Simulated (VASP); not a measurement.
# MnO2 (P-3m1) in VASP: further runs, part 2 of 2

VASP 6.6.1. The steps go on from the part before.

### 6 Single point, LDA (8.24 Å³/atom)

This run uses another cell than the first one, of 8.24 Å³/atom.

The input, INCAR:

```
SYSTEM = MnO2
PREC     = Accurate       ! precision mode
ENCUT    = 700            ! plane-wave cutoff, eV
EDIFF    = 1E-6           ! SCF threshold, eV
ISMEAR   = -1             ! smearing method
SIGMA    = 0.03           ! smearing width, eV
LREAL    = .False.        ! projectors in reciprocal space
LASPH    = .True.         ! aspherical terms in the spheres
NELM     = 120            ! most SCF steps
ALGO     = Normal         ! electronic algorithm
ISIF     = 2              ! what is computed and relaxed
LWAVE    = .False.        ! write WAVECAR
LCHARG   = .True.         ! write CHGCAR
LELF     = .True.         ! ELF
LVHAR    = .True.       
NBANDS   = 20             ! bands
GGA_COMPAT= .False.
```

The input, KPOINTS:

```
regular mesh
0
Gamma
  11 11 6
  0 0 0
```

The input, POSCAR:

```
MnO2
1.0
    2.6068576215      0.0000000000      0.0000000000
   -1.3034288108      2.2576049243      0.0000000000
    0.0000000000      0.0000000000      4.1991243640
Mn O
1 2
Direct
    0.0000000000      0.0000000000      0.5000000000
    0.6666666667      0.3333333333      0.2937074300
    0.3333333333      0.6666666667      0.7062925700
```

Potentials or basis: VASP PAW LDA potentials, release 64 (Mn_sv, O).

Run with:

```console
$ cat potpaw_LDA.64/Mn_sv/POTCAR potpaw_LDA.64/O/POTCAR > POTCAR
$ mpirun -np 1 vasp_std > vasp.out
```

OUTCAR:

```text
SYSTEM = MnO2
   PREC = Accurate
   ENCUT = 700
   EDIFF = 1E-6
   ISMEAR = -1
   LREAL = .False.
   LASPH = .True.
   NELM = 120
   ISIF = 2

 ion  position               nearest neighbor table
   1  0.000  0.000  0.500-   2 1.74   3 1.74   2 1.74   3 1.74   2 1.74   3 1.74
   2  0.667  0.333  0.294-   1 1.74   1 1.74   1 1.74
   3  0.333  0.667  0.706-   1 1.74   1 1.74   1 1.74

  LATTYP: Found a hexagonal cell.
 ALAT       =     2.6068576215
 C/A-ratio  =     1.6107992739

  Lattice vectors:

 A1 = (   2.6068576215,   0.0000000000,   0.0000000000)
 A2 = (  -1.3034288108,   2.2576049243,   0.0000000000)
 A3 = (   0.0000000000,   0.0000000000,   4.1991243640)

Analysis of symmetry for initial positions (statically):
=====================================================================
 Subroutine PRICEL returns:
 Original cell was already a primitive cell.

 Routine SETGRP: Setting up the symmetry group for a
 hexagonal supercell.

 Subroutine GETGRP returns: Found 12 space group operations
 (whereof 12 operations were pure point group operations)
 out of a pool of 24 trial point group operations.

The static configuration has the point symmetry D_3d.

Analysis of symmetry for dynamics (positions and initial velocities):
=====================================================================
 Subroutine PRICEL returns:
 Original cell was already a primitive cell.

 Routine SETGRP: Setting up the symmetry group for a
 hexagonal supercell.

 Subroutine GETGRP returns: Found 12 space group operations
 (whereof 12 operations were pure point group operations)
 out of a pool of 24 trial point group operations.

The dynamic configuration has the point symmetry D_3d.

 Subroutine INISYM returns: Found 12 space group operations
 (whereof 12 operations are pure point group operations),
[... 111 lines left out ...]
   EMIN   =  10.00;   EMAX   =-10.00  energy-range for DOS
   EFERMI =   0.00;   METHOD = LEGACY
   ISMEAR =    -1;   SIGMA  =   0.03  broadening in eV -4-tet -1-fermi 0-gaus
   EFERMI_NEDOS =   21; number of points for ismear=-14 and -15
   IALGO  =     38    algorithm
   IMIX   =      4    mixing-type and parameters
     AMIX     =   0.40;   BMIX     =  1.00
     AMIX_MAG =   1.60;   BMIX_MAG =  1.00
  volume/ion in A,a.u.               =       8.24        55.59
  Fermi-wavevector in a.u.,A,eV,Ry     =   1.686118  3.186302 38.681302  2.842996
  Thomas-Fermi vector in A             =   2.768841
   LORBIT       =      0    0 simple, 1 ext, 2 COOP (PROOUT), +10 PAW based schemes
   GGA     = CA    functional components
   LHFCALC =     F    Hartree Fock is set to
   AEXX    =    0.0000 exact exchange contribution
   IVDW    =     0    specifies the selected vdW correction
   LEPSILON=     F    determine dielectric tensor
   LRPA    =     F    only Hartree local field effects (RPA)
 non-spin polarized calculation
  energy-cutoff  :      700.00
  volume of cell :       24.71
 maximum number of plane-waves:      1087
 NGX is ok and might be reduce to    24
   NGX = 11   NGY = 11   NGZ = 19

 number of electron      27.0000003 magnetization

 Free energy of the ion-electron system (eV)
  ---------------------------------------------------
  ext. energy  EPLUGINS =         0.00000000
  ---------------------------------------------------
  free energy    TOTEN  =       -24.67288358 eV

  energy without entropy =      -24.66109382  energy(sigma->0) =      -24.66698870

 E-fermi :   8.1782     XC(G=0): -13.0257

 val. band max:        8.1756691076   @ k =   0.2727   0.1818   0.1667
 cond. band min:       8.1795436733   @ k =  -0.1818  -0.4545   0.1667
 fundamental gap:      0.0038745657
 Fermi energy:         8.1782014823

 k-point     1 :       0.0000    0.0000    0.0000
  band No.  band energies     occupation
      1     -71.3446      2.00000
      2     -40.5822      2.00000
      3     -40.5822      2.00000
      4     -40.4381      2.00000
      5     -14.0212      2.00000
      6     -10.3076      2.00000
[... 541 lines left out ...]
     19      23.1700      0.00000
     20      24.4078      0.00000

 [... further k-points ...]

------------------------ aborting loop because EDIFF is reached ----------------------------------------

  FORCE on cell =-STRESS in cart. coord.  units (eV):
  Direction    XX          YY          ZZ          XY          YZ          ZX
  --------------------------------------------------------------------------------------
  -------------------------------------------------------------------------------------
  Total       12.3297665     12.3297665      8.4387211     -0.0000000      0.0000000     -0.0000000
  in kB      799.3582122    799.3582122    547.0956047     -0.0000000      0.0000000     -0.0000000
  external PRESSURE =     715.2706764 kB  Pullay stress =       0.0000000 kB

 VOLUME and BASIS-vectors are now :
 -----------------------------------------------------------------------------
  energy-cutoff  :      700.00
  volume of cell :       24.71
      direct lattice vectors                 reciprocal lattice vectors
     2.606857622  0.000000000  0.000000000     0.383603612  0.221473649  0.000000000
    -1.303428811  2.257604924  0.000000000     0.000000000  0.442947297  0.000000000
     0.000000000  0.000000000  4.199124364     0.000000000  0.000000000  0.238144888

 POSITION                                       TOTAL-FORCE (eV/Angst)
 -----------------------------------------------------------------------------------
      0.00000      0.00000      2.09956        -0.000000      0.000000      0.000000
      1.30343      0.75253      1.23331        -0.000000      0.000000     -4.852943
     -0.00000      1.50507      2.96581         0.000000      0.000000      4.852943
 -----------------------------------------------------------------------------------
    total drift:                               -0.000000      0.000000      0.000000

  FREE ENERGIE OF THE ION-ELECTRON SYSTEM (eV)
  ---------------------------------------------------
  free  energy   TOTEN  =       -24.6728835802 eV

  energy  without entropy=      -24.6610938245  energy(sigma->0) =      -24.66698870
```

OSZICAR:

```text
N       E                     dE             d eps       ncg     rms          rms(c)
DAV:   1     0.495422377651E+03    0.49542E+03   -0.18866E+04  3424   0.360E+03
DAV:   2     0.105940755480E+02   -0.48483E+03   -0.46589E+03  3468   0.724E+02
DAV:   3    -0.273350028422E+02   -0.37929E+02   -0.36847E+02  3956   0.220E+02
DAV:   4    -0.315315736947E+02   -0.41966E+01   -0.41735E+01  6532   0.497E+01
DAV:   5    -0.315919812454E+02   -0.60408E-01   -0.60386E-01  3932   0.640E+00    0.407E+01
DAV:   6    -0.313948727324E+02    0.19711E+00   -0.10498E+02  5388   0.158E+02    0.420E+01
DAV:   7    -0.252429162604E+02    0.61520E+01   -0.83491E+01  4948   0.143E+02    0.126E+01
DAV:   8    -0.246895379600E+02    0.55338E+00   -0.37563E+00  5376   0.334E+01    0.223E+00
DAV:   9    -0.246746030602E+02    0.14935E-01   -0.15083E-01  5120   0.490E+00    0.134E+00
DAV:  10    -0.246737580221E+02    0.84504E-03   -0.16986E-02  4780   0.124E+00    0.353E-01
DAV:  11    -0.246729349410E+02    0.82308E-03   -0.72401E-03  5320   0.163E+00    0.207E-01
DAV:  12    -0.246729110095E+02    0.23932E-04   -0.75093E-04  5292   0.541E-01    0.626E-02
DAV:  13    -0.246728837407E+02    0.27269E-04   -0.10721E-04  5440   0.158E-01    0.207E-02
DAV:  14    -0.246728835802E+02    0.16050E-06   -0.43273E-06  4136   0.436E-02
   1 F= -.24672884E+02 E0= -.24666989E+02  d E =-.117898E-01
```

stdout:

```text
POSCAR found type information on POSCAR MnO
 POSCAR found :  2 types and       3 ions
 scaLAPACK will be used
 LDA part: xc-table for (Slater(with rela. corr.)+CA(PZ))
 , standard interpolation
 POSCAR, INCAR and KPOINTS ok, starting setup
 FFT: planning ... GRIDC
 FFT: planning ... GRID_SOFT
 FFT: planning ... GRID
 WAVECAR not read
 entering main loop
```

Run time: 24 s. Hardware: 1 thread of Intel Xeon 6975P-C (Granite Rapids), shared host; peak memory 0.18 GiB.

Results:

```
Free energy            : -24.6729 eV
Pressure               : 71.5 GPa
Largest force          : 4.853 eV/Å
Band gap on the k mesh : zero (an odd number of electrons rules out a gap without spin polarisation)
```

Forces on the atoms (eV/Å):
```
Mn   0.000  0.000  0.000
O    0.000  0.000 -4.853
O    0.000  0.000  4.853
```

Stress tensor (GPa, compression positive):
```
79.94  0.00  0.00
 0.00 79.94  0.00
 0.00  0.00 54.71
```

Levels at points of the mesh, in eV from the Fermi level:
```
           k point  band 11  band 12  band 13  band 14  band 15  band 16  band 17  band 18
(0.00, 0.00, 0.00)    -2.44    -2.44    -1.37    -1.37     1.21     4.59     4.59     8.66
(0.00, 0.00, 0.50)    -2.51    -2.51    -1.39    -1.39     1.66     4.68     4.68    10.41
```

Caveat: the stress differs along the axes, from 55 to 80 GPa; an odd number of electrons without spin polarisation forces a metal; a magnetic or distorted state may lie lower; the run has no spin polarisation, though such a crystal can be magnetic; semilocal functionals often make such compounds metallic where correlation or magnetic order opens a gap, which also shifts bond lengths. Spin polarisation is off, so any magnetic state and its effect on volume and gap are missing.

### 7 The runs side by side

| cell | gap on the mesh (eV) | pressure (GPa) | largest force (eV/Å) |
| --- | --- | --- | --- |
| a = 2.737, b = 2.737, c = 4.409 Å, angles 90.0, 90.0, 120.0°, 3 atoms | none | 10.9 | 1.23 |
| a = 2.536, b = 2.536, c = 4.086 Å, angles 90.0, 90.0, 120.0°, 3 atoms | none | 123.1 | 7.57 |
| a = 2.913, b = 2.913, c = 4.692 Å, angles 90.0, 90.0, 120.0°, 3 atoms | none | -26.7 | 1.63 |
| a = 2.674, b = 2.674, c = 4.307 Å, angles 90.0, 90.0, 120.0°, 3 atoms | none | 35.7 | 2.80 |
| a = 2.607, b = 2.607, c = 4.199 Å, angles 90.0, 90.0, 120.0°, 3 atoms | none | 71.5 | 4.85 |

Alike in all rows: task single point; level LDA; potentials or basis VASP PAW LDA potentials, release 64 (Mn_sv, O); no spin polarisation; k mesh 11 × 11 × 6; cutoff (eV) 700; smearing fermi-dirac 0.03 eV.

Caveats: an odd number of electrons without spin polarisation forces a metal; a magnetic or distorted state may lie lower; the run has no spin polarisation, though such a crystal can be magnetic; semilocal functionals often make such compounds metallic where correlation or magnetic order opens a gap, which also shifts bond lengths; the cell stands under pressure (at least some runs); the stress differs along the axes, from 92 to 139 GPa (at least some runs); the stress differs along the axes, from -32 to -17 GPa (at least some runs).

Absolute energies hang on the potentials; compare differences alone.
